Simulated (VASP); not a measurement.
# CdF2 (Fm-3m) in VASP: further runs

CdF2 is run at these levels: PBEsol; tasks: single point, relaxation of cell and atoms.

All numbers are computed with VASP 6.6.1; they aren't measurements. Logs are shortened: lines on timing, memory, paths and dates and some standing lists are left out, and cuts for length are marked.

### Step 1. The cell of the first run

The structure is cubic, space group Fm-3m (No. 225). Conventional cell: a = 5.418 Å, b = 5.418 Å, c = 5.418 Å, α = 90.00°, β = 90.00°, γ = 90.00°. Cd (site symmetry m-3m) has 8 F at 2.35 Å within 3.1 Å. F (site symmetry -43m) has 4 Cd at 2.35 Å and 6 F at 2.71 Å within 3.1 Å.

### Step 2. Single point, PBEsol

INCAR reads:

```
  PREC = Accurate
  ENCUT = 520
  EDIFF = 1E-7
  ISMEAR = 0
  SIGMA = 0.01
  LREAL = False
  LASPH = True
  NELM = 80
  ALGO = Normal
  ISIF = 2
  LWAVE = False
  LCHARG = False
  GGA = PS
  NBANDS = 20
```

KPOINTS reads:

```
Automatic mesh
0
Gamma
  8 8 8
```

POSCAR reads:

```
CdF2
1.0
    2.7092473824      2.7092473824      0.0000000000
   -2.7092473824      2.7092473824      0.0000000000
    0.0000000000      2.7092473824      2.7092473824
Cd F
1 2
Direct
    0.0000000000      0.0000000000      0.0000000000
    0.2500000000      0.7500000000      0.5000000000
    0.7500000000      0.2500000000      0.5000000000
```

Potentials or basis: VASP PAW PBE potentials, release 64 (Cd, F).

On the command line:

```bash
$ cat potpaw_PBE.64/Cd/POTCAR potpaw_PBE.64/F/POTCAR > POTCAR
$ mpirun -np 1 vasp_std > vasp.out
```

OUTCAR:

```text
PREC = Accurate
   ENCUT = 520
   EDIFF = 1E-7
   ISMEAR = 0
   LREAL = False
   LASPH = True
   NELM = 80
   ISIF = 2
   GGA = PS

 ion  position               nearest neighbor table
   1  0.000  0.000  0.000-   3 2.35   2 2.35   2 2.35   3 2.35   2 2.35   3 2.35   3 2.35   2 2.35

   2  0.250  0.750  0.500-   1 2.35   1 2.35   1 2.35   1 2.35
   3  0.750  0.250  0.500-   1 2.35   1 2.35   1 2.35   1 2.35

  LATTYP: Found a face centered cubic cell.
 ALAT       =     5.4184947648

  Lattice vectors:

 A1 = (   0.0000000000,   2.7092473824,   2.7092473824)
 A2 = (   2.7092473824,   0.0000000000,   2.7092473824)
 A3 = (   2.7092473824,   2.7092473824,   0.0000000000)

Analysis of symmetry for initial positions (statically):
=====================================================================
 Subroutine PRICEL returns:
 Original cell was already a primitive cell.

 Routine SETGRP: Setting up the symmetry group for a
 face centered cubic supercell.

 Subroutine GETGRP returns: Found 48 space group operations
 (whereof 48 operations were pure point group operations)
 out of a pool of 48 trial point group operations.

The static configuration has the point symmetry O_h .

Analysis of symmetry for dynamics (positions and initial velocities):
=====================================================================
 Subroutine PRICEL returns:
 Original cell was already a primitive cell.

 Routine SETGRP: Setting up the symmetry group for a
 face centered cubic supercell.

 Subroutine GETGRP returns: Found 48 space group operations
 (whereof 48 operations were pure point group operations)
 out of a pool of 48 trial point group operations.

The dynamic configuration has the point symmetry O_h .

 Subroutine INISYM returns: Found 48 space group operations
 (whereof 48 operations are pure point group operations),
 and found     1 'primitive' translations

----------------------------------------------------------------------------------------

                                     Primitive cell

  volume of cell :      39.7719

  direct lattice vectors                    reciprocal lattice vectors
     2.709247382  2.709247382  0.000000000     0.184553099  0.184553099 -0.184553099
    -2.709247382  2.709247382  0.000000000    -0.184553099  0.184553099 -0.184553099
     0.000000000  2.709247382  2.709247382     0.000000000  0.000000000  0.369106198

  length of vectors
     3.831454392  3.831454392  3.831454392     0.319655344  0.319655344  0.369106198

  position of ions in fractional coordinates (direct lattice)
     0.000000000  0.000000000  0.000000000
     0.250000000  0.750000000  0.500000000
     0.750000000  0.250000000  0.500000000

  ion indices of the primitive-cell ions
   primitive index   ion index
                 1           1
                 2           2
                 3           3

----------------------------------------------------------------------------------------

 KPOINTS: Automatic mesh

Automatic generation of k-mesh.
 Grid dimensions read from file:
 generate k-points for:    8    8    8

 Generating k-lattice:

  Cartesian coordinates                     Fractional coordinates (reciprocal lattice)
     0.023069137  0.023069137 -0.023069137     0.125000000  0.000000000  0.000000000
    -0.023069137  0.023069137 -0.023069137     0.000000000  0.125000000  0.000000000
     0.000000000  0.000000000  0.046138275     0.000000000  0.000000000  0.125000000

  Length of vectors
     0.039956918  0.039956918  0.046138275

  Shift w.r.t. Gamma in fractional coordinates (k-lattice)
     0.000000000  0.000000000  0.000000000

 Subroutine IBZKPT returns following result:
 ===========================================

 Found     29 irreducible k-points:

 Following reciprocal coordinates:
            Coordinates               Weight
  0.000000  0.000000  0.000000      1.000000
  0.125000  0.000000  0.000000      8.000000
  0.250000  0.000000  0.000000      8.000000
  0.375000  0.000000  0.000000      8.000000
  0.500000  0.000000  0.000000      4.000000
  0.125000  0.125000  0.000000     12.000000
[... 16 lines left out ...]
  0.375000  0.250000  0.125000     48.000000
  0.500000  0.250000  0.125000     24.000000
 [... further k-points ...]
   k-points           NKPTS =     29   k-points in BZ     NKDIM =     29   number of bands    NBANDS=     20
   number of dos      NEDOS =    301   number of ions     NIONS =      3
   total plane-waves  NPLWV =  21952
   dimension x,y,z NGX =    28 NGY =   28 NGZ =   28
   dimension x,y,z NGXF=    56 NGYF=   56 NGZF=   56
   ions per type =               1   2
   NGX,Y,Z   is equivalent  to a cutoff of  12.15, 12.15, 12.15 a.u.
   NGXF,Y,Z  is equivalent  to a cutoff of  24.30, 24.30, 24.30 a.u.
 SYSTEM =  unknown system
   PREC   = accura    normal or accurate (medium, high low for compatibility)
   ISTART =      0    job   : 0-new  1-cont  2-samecut
   ICHARG =      2    charge: 1-file 2-atom 10-const
   ISPIN  =      1    spin polarized calculation?
   LNONCOLLINEAR =      F non collinear calculations
   LSORBIT =      F    spin-orbit coupling
   LASPH  =      T    aspherical Exc in radial PAW
   ENCUT  =  520.0 eV  38.22 Ry    6.18 a.u.   7.12  7.12  7.12*2*pi/ulx,y,z
   NELM   =     80;   NELMIN=  2; NELMDL= -5     # of ELM steps
   EDIFF  = 0.1E-06   stopping-criterion for ELM
   LREAL  =      F    real-space projection
   EDIFFG = 0.1E-05   stopping-criterion for IOM
   NSW    =      0    number of steps for IOM
   IBRION =     -1    ionic relax: 0-MD 1-quasi-New 2-CG
   NFREE  =      0    steps in history (QN), initial steepest desc. (CG)
   ISIF   =      2    stress and relaxation
   ISYM   =      2    0-nonsym 1-usesym 2-fastsym
   POTIM  = 0.5000    time-step for ionic-motion
   TEBEG  =    0.0;   TEEND  =   0.0 temperature during run
   PSTRESS=    0.0 pullay stress
   NELECT =      26.0000    total number of electrons
   NUPDOWN=      -1.0000    fix difference up-down
   EMIN   =  10.00;   EMAX   =-10.00  energy-range for DOS
   EFERMI =   0.00;   METHOD = LEGACY
   ISMEAR =     0;   SIGMA  =   0.01  broadening in eV -4-tet -1-fermi 0-gaus
   EFERMI_NEDOS =   21; number of points for ismear=-14 and -15
   IALGO  =     38    algorithm
   IMIX   =      4    mixing-type and parameters
     AMIX     =   0.40;   BMIX     =  1.00
     AMIX_MAG =   1.60;   BMIX_MAG =  1.00
  volume/ion in A,a.u.               =      13.26        89.46
  Fermi-wavevector in a.u.,A,eV,Ry     =   1.420825  2.684970 27.466679  2.018744
  Thomas-Fermi vector in A             =   2.541700
   LORBIT       =      0    0 simple, 1 ext, 2 COOP (PROOUT), +10 PAW based schemes
   GGA     = PS    functional components
   LHFCALC =     F    Hartree Fock is set to
   AEXX    =    0.0000 exact exchange contribution
   IVDW    =     0    specifies the selected vdW correction
   LEPSILON=     F    determine dielectric tensor
   LRPA    =     F    only Hartree local field effects (RPA)
 non-spin polarized calculation
 Gauss-broadening in eV      SIGMA  =   0.01
  energy-cutoff  :      520.00
  volume of cell :       39.77
 maximum number of plane-waves:      1090
   NGX = 15   NGY = 15   NGZ = 15

 number of electron      25.9999979 magnetization

 Free energy of the ion-electron system (eV)
  ---------------------------------------------------
  ext. energy  EPLUGINS =         0.00000000
  ---------------------------------------------------
  free energy    TOTEN  =       -11.59279702 eV

  energy without entropy =      -11.59279702  energy(sigma->0) =      -11.59279702

 E-fermi :  -1.4992     XC(G=0): -10.6136

 val. band max:       -1.5700194689   @ k =   0.5000   0.5000   0.2500
 cond. band min:       1.2764880415   @ k =   0.0000   0.0000   0.0000
 fundamental gap:      2.8465075104
 Fermi energy:        -1.4992405958

 k-point     1 :       0.0000    0.0000    0.0000
  band No.  band energies     occupation
      1     -22.1920      2.00000
      2     -21.1043      2.00000
      3      -7.1447      2.00000
      4      -7.1447      2.00000
      5      -7.1447      2.00000
      6      -5.9669      2.00000
[... 12 lines left out ...]
     19      17.9817      0.00000
     20      17.9817      0.00000

 k-point     2 :       0.1250    0.0000    0.0000
  band No.  band energies     occupation
      1     -22.1435      2.00000
      2     -21.1473      2.00000
      3      -7.0870      2.00000
      4      -7.0870      2.00000
      5      -6.9829      2.00000
      6      -5.9840      2.00000
[... 12 lines left out ...]
     19      17.5848      0.00000
     20      17.5848      0.00000

 k-point     3 :       0.2500    0.0000    0.0000
  band No.  band energies     occupation
      1     -22.0108      2.00000
      2     -21.2654      2.00000
      3      -6.9541      2.00000
      4      -6.9541      2.00000
      5      -6.5489      2.00000
      6      -5.9978      2.00000
[... 12 lines left out ...]
     19      16.9271      0.00000
     20      17.5959      0.00000

 k-point     4 :       0.3750    0.0000    0.0000
  band No.  band energies     occupation
      1     -21.8279      2.00000
      2     -21.4302      2.00000
      3      -6.8450      2.00000
      4      -6.8450      2.00000
      5      -6.0079      2.00000
      6      -5.9477      2.00000
[... 12 lines left out ...]
     19      16.4624      0.00000
     20      17.1488      0.00000

 k-point     5 :       0.5000    0.0000    0.0000
  band No.  band energies     occupation
      1     -21.6609      2.00000
      2     -21.5888      2.00000
      3      -6.8121      2.00000
      4      -6.8121      2.00000
      5      -5.8980      2.00000
      6      -5.8980      2.00000
[... 12 lines left out ...]
     19      16.2992      0.00000
     20      16.8110      0.00000

 k-point     6 :       0.1250    0.1250    0.0000
  band No.  band energies     occupation
      1     -22.0679      2.00000
      2     -21.2131      2.00000
      3      -6.9984      2.00000
      4      -6.9952      2.00000
      5      -6.7408      2.00000
      6      -6.0487      2.00000
[... 12 lines left out ...]
     19      16.8074      0.00000
     20      18.3715      0.00000

 k-point     7 :       0.2500    0.1250    0.0000
  band No.  band energies     occupation
      1     -21.9233      2.00000
      2     -21.3398      2.00000
      3      -6.8746      2.00000
      4      -6.8398      2.00000
      5      -6.2982      2.00000
      6      -6.0827      2.00000
[... 12 lines left out ...]
     19      16.2669      0.00000
     20      19.0160      0.00000
[... 277 lines left out ...]
 k-point    20 :      -0.3750    0.3750    0.0000
  band No.  band energies     occupation
      1     -21.8026      2.00000
      2     -21.4182      2.00000
      3      -6.7328      2.00000
      4      -6.4428      2.00000
      5      -6.4428      2.00000
      6      -5.9172      2.00000
[... 12 lines left out ...]
     19      18.0372      0.00000
     20      19.1819      0.00000

 k-point    21 :       0.5000    0.5000    0.0000
  band No.  band energies     occupation
      1     -21.7324      2.00000
      2     -21.4693      2.00000
      3      -6.9376      2.00000
      4      -6.2113      2.00000
      5      -6.2113      2.00000
      6      -5.8530      2.00000
[... 12 lines left out ...]
     19      17.5248      0.00000
     20      19.5391      0.00000

 k-point    22 :       0.2500    0.2500    0.1250
  band No.  band energies     occupation
      1     -21.9180      2.00000
      2     -21.3389      2.00000
      3      -6.8170      2.00000
      4      -6.7780      2.00000
      5      -6.2898      2.00000
      6      -6.2257      2.00000
[... 12 lines left out ...]
     19      17.5641      0.00000
     20      19.8904      0.00000

 k-point    23 :       0.3750    0.2500    0.1250
  band No.  band energies     occupation
      1     -21.7708      2.00000
      2     -21.4663      2.00000
      3      -6.7280      2.00000
      4      -6.6307      2.00000
      5      -6.1917      2.00000
      6      -5.9639      2.00000
[... 12 lines left out ...]
     19      17.0298      0.00000
     20      19.9471      0.00000

 k-point    24 :       0.5000    0.2500    0.1250
  band No.  band energies     occupation
      1     -21.6321      2.00000
      2     -21.5960      2.00000
      3      -6.6989      2.00000
      4      -6.5927      2.00000
      5      -6.0204      2.00000
      6      -6.0002      2.00000
[... 12 lines left out ...]
     19      16.8244      0.00000
     20      20.3638      0.00000

 [... further k-points ...]

------------------------ aborting loop because EDIFF is reached ----------------------------------------

  FORCE on cell =-STRESS in cart. coord.  units (eV):
  Direction    XX          YY          ZZ          XY          YZ          ZX
  --------------------------------------------------------------------------------------
  -------------------------------------------------------------------------------------
  Total       -0.3196961     -0.3196961     -0.3196961      0.0000000     -0.0000000     -0.0000000
  in kB      -12.8786976    -12.8786976    -12.8786976      0.0000000     -0.0000000     -0.0000000
  external PRESSURE =     -12.8786976 kB  Pullay stress =       0.0000000 kB

 VOLUME and BASIS-vectors are now :
 -----------------------------------------------------------------------------
  energy-cutoff  :      520.00
  volume of cell :       39.77
      direct lattice vectors                 reciprocal lattice vectors
     2.709247382  2.709247382  0.000000000     0.184553099  0.184553099 -0.184553099
    -2.709247382  2.709247382  0.000000000    -0.184553099  0.184553099 -0.184553099
     0.000000000  2.709247382  2.709247382     0.000000000  0.000000000  0.369106198

 POSITION                                       TOTAL-FORCE (eV/Angst)
 -----------------------------------------------------------------------------------
      0.00000      0.00000      0.00000         0.000000     -0.000000      0.000000
     -1.35462      4.06387      1.35462         0.000000      0.000000     -0.000000
      1.35462      4.06387      1.35462        -0.000000      0.000000      0.000000
 -----------------------------------------------------------------------------------
    total drift:                                0.000000      0.000000     -0.000000

  FREE ENERGIE OF THE ION-ELECTRON SYSTEM (eV)
  ---------------------------------------------------
  free  energy   TOTEN  =       -11.5927970216 eV

  energy  without entropy=      -11.5927970216  energy(sigma->0) =      -11.59279702
```

Wall time 50 s (1 thread of AMD EPYC 7R13, shared host); peak memory 0.14 GiB.

What came out:

- Free energy: -11.5928 eV
- Pressure: -1.3 GPa
- Band gap on the k mesh: 2.85 eV (least direct gap 3.36 eV)

Levels at points of the mesh, in eV from the valence-band top:
```tsv
k point	band 9	band 10	band 11	band 12	band 13	band 14	band 15	band 16	band 17	band 18
(0.00, 0.00, 0.00)	-0.95	-0.95	-0.51	-0.51	-0.51	2.85	12.42	12.42	12.42	17.24
(0.50, 0.00, 0.00)	-2.25	-1.81	-1.81	-0.40	-0.40	6.93	8.92	14.17	14.17	17.87
(0.50, 0.50, 0.00)	-2.93	-2.93	-0.48	-0.09	-0.09	7.74	9.37	11.66	13.96	13.96
```

Caveat: the PAW data sets were made with another functional, which shifts forces and pressure a little. A k mesh can miss the band edges.

[end of part 1 of 2]
